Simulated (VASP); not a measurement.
# CaO (Fm-3m) in VASP: single point with HSE06

Aim: the single point of CaO with HSE06.

Everything below comes from runs of VASP 6.6.1. Logs are shortened: lines on timing, memory, paths and dates and some standing lists are left out, and cuts for length are marked.

## (1) The cell of the first run

The structure is cubic, space group Fm-3m (No. 225). The conventional cell has a = 4.799 Å, b = 4.799 Å, c = 4.799 Å, α = 90.00°, β = 90.00°, γ = 90.00°. Within 3.2 Å of Ca (site symmetry m-3m) lie 6 O at 2.40 Å. Within 3.2 Å of O (site symmetry m-3m) lie 6 Ca at 2.40 Å.

## (2) Single point, HSE06

Input file POSCAR:

```
CaO
1.0
    0.0000000000      2.3993002952      2.3993002952
    2.3993002952      0.0000000000      2.3993002952
    2.3993002952      2.3993002952      0.0000000000
Ca O
1 1
Direct
    0.0000000000      0.0000000000      0.0000000000
    0.5000000000      0.5000000000      0.5000000000
```

Input file INCAR.step1:

```
SYSTEM = CaO
PREC     = Accurate       ! precision mode
ENCUT    = 520            ! plane-wave cutoff, eV
EDIFF    = 1E-5           ! SCF threshold, eV
ISMEAR   = -1             ! smearing method
SIGMA    = 0.02           ! smearing width, eV
LREAL    = .FALSE.        ! projectors in reciprocal space
LASPH    = .TRUE.         ! aspherical terms in the spheres
NELM     = 100            ! most SCF steps
ALGO     = Normal         ! electronic algorithm
ISIF     = 2              ! what is computed and relaxed
LWAVE    = .TRUE.         ! write WAVECAR
LCHARG   = .FALSE.        ! write CHGCAR
GGA      = PE             ! functional
NBANDS   = 15             ! bands
```

Input file INCAR.step2:

```
SYSTEM = CaO
PREC     = Accurate       ! precision mode
ENCUT    = 520            ! plane-wave cutoff, eV
EDIFF    = 1E-6           ! SCF threshold, eV
ISMEAR   = -1             ! smearing method
SIGMA    = 0.02           ! smearing width, eV
LREAL    = .FALSE.        ! projectors in reciprocal space
LASPH    = .TRUE.         ! aspherical terms in the spheres
NELM     = 100            ! most SCF steps
ALGO     = Normal         ! electronic algorithm
ISIF     = 2              ! what is computed and relaxed
LWAVE    = .FALSE.        ! write WAVECAR
LCHARG   = .FALSE.        ! write CHGCAR
GGA      = PE             ! functional
LHFCALC  = .TRUE.         ! exact exchange
HFSCREEN = 0.2079         ! screening, 1/A
PRECFOCK = Normal       
ISTART   = 1            
NBANDS   = 15             ! bands
```

Input file KPOINTS:

```
Automatic mesh
0
G
  6 6 6
  0 0 0
```

Potentials or basis: VASP PAW PBE potentials, release 64 (Ca_sv, O).

Run with:

```bash
cat potpaw_PBE.64/Ca_sv/POTCAR potpaw_PBE.64/O/POTCAR > POTCAR
cp INCAR.step1 INCAR
mpirun -np 1 vasp_std > vasp.out
cp INCAR.step2 INCAR
mpirun -np 1 vasp_std > vasp.out
```

OUTCAR:

```text
SYSTEM = CaO
   PREC = Accurate
   ENCUT = 520
   EDIFF = 1E-6
   ISMEAR = -1
   LREAL = .FALSE.
   LASPH = .TRUE.
   NELM = 100
   ISIF = 2
   GGA = PE
   LHFCALC = .TRUE.
   HFSCREEN = 0.2079
   PRECFOCK = Normal
   ISTART = 1

 ion  position               nearest neighbor table
   1  0.000  0.000  0.000-   2 2.40   2 2.40   2 2.40   2 2.40   2 2.40   2 2.40
   2  0.500  0.500  0.500-   1 2.40   1 2.40   1 2.40   1 2.40   1 2.40   1 2.40

  LATTYP: Found a face centered cubic cell.
 ALAT       =     4.7986005904

  Lattice vectors:

 A1 = (   0.0000000000,   2.3993002952,   2.3993002952)
 A2 = (   2.3993002952,   0.0000000000,   2.3993002952)
 A3 = (   2.3993002952,   2.3993002952,   0.0000000000)

Analysis of symmetry for initial positions (statically):
=====================================================================
 Subroutine PRICEL returns:
 Original cell was already a primitive cell.

 Routine SETGRP: Setting up the symmetry group for a
 face centered cubic supercell.

 Subroutine GETGRP returns: Found 48 space group operations
 (whereof 48 operations were pure point group operations)
 out of a pool of 48 trial point group operations.

The static configuration has the point symmetry O_h .

Analysis of symmetry for dynamics (positions and initial velocities):
=====================================================================
 Subroutine PRICEL returns:
 Original cell was already a primitive cell.

 Routine SETGRP: Setting up the symmetry group for a
 face centered cubic supercell.

 Subroutine GETGRP returns: Found 48 space group operations
 (whereof 48 operations were pure point group operations)
 out of a pool of 48 trial point group operations.

The dynamic configuration has the point symmetry O_h .

 Subroutine INISYM returns: Found 48 space group operations
 (whereof 48 operations are pure point group operations),
 and found     1 'primitive' translations

----------------------------------------------------------------------------------------

                                     Primitive cell

  volume of cell :      27.6238

  direct lattice vectors                    reciprocal lattice vectors
     0.000000000  2.399300295  2.399300295    -0.208394089  0.208394089  0.208394089
     2.399300295  0.000000000  2.399300295     0.208394089 -0.208394089  0.208394089
     2.399300295  2.399300295  0.000000000     0.208394089  0.208394089 -0.208394089

  length of vectors
     3.393123018  3.393123018  3.393123018     0.360949151  0.360949151  0.360949151

  position of ions in fractional coordinates (direct lattice)
     0.000000000  0.000000000  0.000000000
     0.500000000  0.500000000  0.500000000

  ion indices of the primitive-cell ions
   primitive index   ion index
                 1           1
                 2           2

----------------------------------------------------------------------------------------

 KPOINTS: Automatic mesh

Automatic generation of k-mesh.
 Grid dimensions read from file:
 generate k-points for:    6    6    6

 Generating k-lattice:

  Cartesian coordinates                     Fractional coordinates (reciprocal lattice)
    -0.034732348  0.034732348  0.034732348     0.166666667  0.000000000  0.000000000
     0.034732348 -0.034732348  0.034732348     0.000000000  0.166666667  0.000000000
     0.034732348  0.034732348 -0.034732348     0.000000000  0.000000000  0.166666667

  Length of vectors
     0.060158192  0.060158192  0.060158192

  Shift w.r.t. Gamma in fractional coordinates (k-lattice)
     0.000000000  0.000000000  0.000000000

 Subroutine IBZKPT returns following result:
 ===========================================

 Found     16 irreducible k-points:

 Following reciprocal coordinates:
            Coordinates               Weight
  0.000000  0.000000  0.000000      1.000000
  0.166667  0.000000  0.000000      8.000000
  0.333333  0.000000  0.000000      8.000000
  0.500000  0.000000  0.000000      4.000000
  0.166667  0.166667  0.000000      6.000000
  0.333333  0.166667  0.000000     24.000000
[... 8 lines left out ...]
 -0.333333  0.333333  0.166667     24.000000
 -0.333333  0.500000  0.166667     12.000000
   k-points           NKPTS =     16   k-points in BZ     NKDIM =    216   number of bands    NBANDS=     15
   number of dos      NEDOS =    301   number of ions     NIONS =      2
   total plane-waves  NPLWV =  21952
   dimension x,y,z NGX =    28 NGY =   28 NGZ =   28
   dimension x,y,z NGXF=    56 NGYF=   56 NGZF=   56
   ions per type =               1   1
   NGX,Y,Z   is equivalent  to a cutoff of  13.72, 13.72, 13.72 a.u.
   NGXF,Y,Z  is equivalent  to a cutoff of  27.44, 27.44, 27.44 a.u.
 SYSTEM =  CaO
   PREC   = accura    normal or accurate (medium, high low for compatibility)
   ISTART =      1    job   : 0-new  1-cont  2-samecut
   ICHARG =      0    charge: 1-file 2-atom 10-const
   ISPIN  =      1    spin polarized calculation?
   LNONCOLLINEAR =      F non collinear calculations
   LSORBIT =      F    spin-orbit coupling
   LASPH  =      T    aspherical Exc in radial PAW
   ENCUT  =  520.0 eV  38.22 Ry    6.18 a.u.   6.31  6.31  6.31*2*pi/ulx,y,z
   NELM   =    100;   NELMIN=  2; NELMDL=  0     # of ELM steps
   EDIFF  = 0.1E-05   stopping-criterion for ELM
   LREAL  =      F    real-space projection
   EDIFFG = 0.1E-04   stopping-criterion for IOM
   NSW    =      0    number of steps for IOM
   IBRION =     -1    ionic relax: 0-MD 1-quasi-New 2-CG
   NFREE  =      0    steps in history (QN), initial steepest desc. (CG)
   ISIF   =      2    stress and relaxation
   ISYM   =      3    0-nonsym 1-usesym 2-fastsym
   POTIM  = 0.5000    time-step for ionic-motion
   TEBEG  =    0.0;   TEEND  =   0.0 temperature during run
   PSTRESS=    0.0 pullay stress
   NELECT =      16.0000    total number of electrons
   NUPDOWN=      -1.0000    fix difference up-down
   EMIN   =  10.00;   EMAX   =-10.00  energy-range for DOS
   EFERMI =   0.00;   METHOD = LEGACY
   ISMEAR =    -1;   SIGMA  =   0.02  broadening in eV -4-tet -1-fermi 0-gaus
   EFERMI_NEDOS =   21; number of points for ismear=-14 and -15
   IALGO  =     38    algorithm
   IMIX   =      1    mixing-type and parameters
     AMIX     =   0.40;   BMIX     =  1.00
     AMIX_MAG =   1.60;   BMIX_MAG =  1.00
  volume/ion in A,a.u.               =      13.81        93.21
  Fermi-wavevector in a.u.,A,eV,Ry     =   1.364647  2.578808 25.337593  1.862261
  Thomas-Fermi vector in A             =   2.490944
   LORBIT       =      0    0 simple, 1 ext, 2 COOP (PROOUT), +10 PAW based schemes
   GGA     = PE    functional components
   LHFCALC =     T    Hartree Fock is set to
   PRECFOCK=normal    Normal, Fast or Accurate (Low or Medium for compatibility)
   ENCUT4O =  -1.0   cutoff for four orbital integrals eV
   NKREDX  =     1    reduce k-point grid by
   NKREDY  =     1    reduce k-point grid by
   NKREDZ  =     1    reduce k-point grid by
   AEXX    =    0.2500 exact exchange contribution
   HFSCREEN=    0.2079 screening length (either q_TF or 0.3 A-1)
   HFSCREENC=   0.2079 screening length for correlation (either q_TF or 0.3 A-1)
   ENCUTFOCK=  -1.0 apply spherical cutoff to Coloumb kernel
   IVDW    =     0    specifies the selected vdW correction
   LEPSILON=     F    determine dielectric tensor
   LRPA    =     F    only Hartree local field effects (RPA)
 non-spin polarized calculation
  energy-cutoff  :      520.00
  volume of cell :       27.62
 maximum number of plane-waves:       754
 NGX is ok and might be reduce to    28
  NGX = 20; NGY = 20; NGZ = 20

 number of electron      15.9999997 magnetization

 Free energy of the ion-electron system (eV)
  ---------------------------------------------------
  ext. energy  EPLUGINS =         0.00000000
  ---------------------------------------------------
  free energy    TOTEN  =       -14.87776342 eV

  energy without entropy =      -14.87776342  energy(sigma->0) =      -14.87776342

 E-fermi :   1.8492     XC(G=0):  -8.6349

 val. band max:        1.3166155130   @ k =   0.0000   0.0000   0.0000
 cond. band min:       6.6116904312   @ k =   0.5000   0.5000   0.0000
 fundamental gap:      5.2950749182
 Fermi energy:         1.8492451686

 k-point     1 :       0.0000    0.0000    0.0000
  band No.  band energies     occupation
      1     -38.8504      2.00000
      2     -18.1364      2.00000
      3     -18.1364      2.00000
      4     -18.1364      2.00000
      5     -15.7329      2.00000
      6       1.3166      2.00000
      7       1.3166      2.00000
      8       1.3166      2.00000
      9       7.5809      0.00000
     10       9.5176      0.00000
     11       9.5176      0.00000
     12       9.5176      0.00000
     13      11.1551      0.00000
     14      11.1551      0.00000
     15      18.0277      0.00000

 k-point     2 :       0.1667    0.0000    0.0000
  band No.  band energies     occupation
      1     -38.8235      2.00000
      2     -18.5690      2.00000
      3     -18.1492      2.00000
      4     -18.1492      2.00000
      5     -15.2739      2.00000
      6       0.4254      2.00000
      7       0.9542      2.00000
      8       0.9542      2.00000
      9       8.7403      0.00000
     10       9.4385      0.00000
     11      10.0269      0.00000
     12      10.0269      0.00000
     13      11.8389      0.00000
     14      11.8389      0.00000
     15      19.1276      0.00000

 k-point     3 :       0.3333    0.0000    0.0000
  band No.  band energies     occupation
      1     -38.7691      2.00000
      2     -19.1949      2.00000
      3     -18.1746      2.00000
      4     -18.1746      2.00000
      5     -14.5892      2.00000
      6      -0.9374      2.00000
      7       0.3252      2.00000
      8       0.3252      2.00000
      9       9.7536      0.00000
     10      10.7616      0.00000
     11      11.2187      0.00000
     12      11.2187      0.00000
     13      13.2885      0.00000
     14      13.2885      0.00000
     15      18.7926      0.00000
[... 199 lines left out ...]
 k-point    15 :      -0.3333    0.3333    0.1667
  band No.  band energies     occupation
      1     -38.7167      2.00000
      2     -19.0014      2.00000
      3     -18.4871      2.00000
      4     -18.3462      2.00000
      5     -14.8032      2.00000
      6      -0.5353      2.00000
      7       0.1417      2.00000
      8       0.2343      2.00000
      9       9.7493      0.00000
     10       9.7807      0.00000
     11      12.2069      0.00000
     12      12.7736      0.00000
     13      13.8228      0.00000
     14      16.4105      0.00000
     15      17.1921      0.00000

 k-point    16 :      -0.3333    0.5000    0.1667
  band No.  band energies     occupation
      1     -38.7086      2.00000
      2     -18.6834      2.00000
      3     -18.5953      2.00000
      4     -18.4824      2.00000
      5     -15.0956      2.00000
      6      -0.0097      2.00000
      7       0.1566      2.00000
      8       0.4504      2.00000
      9       8.0984      0.00000
     10      11.0403      0.00000
     11      11.8544      0.00000
     12      13.2918      0.00000
     13      13.3781      0.00000
     14      16.4443      0.00000
     15      16.9637      0.00000

------------------------ aborting loop because EDIFF is reached ----------------------------------------

  FORCE on cell =-STRESS in cart. coord.  units (eV):
  Direction    XX          YY          ZZ          XY          YZ          ZX
  --------------------------------------------------------------------------------------
  -------------------------------------------------------------------------------------
  Total        0.1193162      0.1193162      0.1193162      0.0000000     -0.0000000     -0.0000000
  in kB        6.9203221      6.9203221      6.9203221      0.0000000     -0.0000000     -0.0000000
  external PRESSURE =       6.9203221 kB  Pullay stress =       0.0000000 kB

 VOLUME and BASIS-vectors are now :
 -----------------------------------------------------------------------------
  energy-cutoff  :      520.00
  volume of cell :       27.62
      direct lattice vectors                 reciprocal lattice vectors
     0.000000000  2.399300295  2.399300295    -0.208394089  0.208394089  0.208394089
     2.399300295  0.000000000  2.399300295     0.208394089 -0.208394089  0.208394089
     2.399300295  2.399300295  0.000000000     0.208394089  0.208394089 -0.208394089

 POSITION                                       TOTAL-FORCE (eV/Angst)
 -----------------------------------------------------------------------------------
      0.00000      0.00000      0.00000         0.000000      0.000000     -0.000000
      2.39930      2.39930      2.39930        -0.000000     -0.000000      0.000000
 -----------------------------------------------------------------------------------
    total drift:                                0.000004     -0.000004     -0.000002

  FREE ENERGIE OF THE ION-ELECTRON SYSTEM (eV)
  ---------------------------------------------------
  free  energy   TOTEN  =       -14.8777634176 eV

  energy  without entropy=      -14.8777634176  energy(sigma->0) =      -14.87776342
```

Run time: 35 min. Hardware: 1 thread of AMD EPYC 7R43 (Zen 3), shared host; peak memory 0.23 GiB.

What came out:

| Item | Value |
| --- | --- |
| Free energy | -14.8778 eV |
| Pressure | 0.7 GPa |
| Band gap on the k mesh | 5.30 eV (least direct gap 5.72 eV) |

Levels at points of the mesh, in eV from the valence-band top:
```tsv
k point	band 6	band 7	band 8	band 9	band 10	band 11
(0.00, 0.00, 0.00)	0.00	0.00	0.00	6.26	8.20	8.20
(0.50, 0.00, 0.00)	-2.83	-1.27	-1.27	9.06	10.10	10.62
(0.50, 0.50, 0.00)	-1.44	-0.42	-0.42	5.30	10.18	11.17
```

Caveat: the PAW data sets were made with another functional, which shifts forces and pressure a little. A k mesh can miss the band edges.
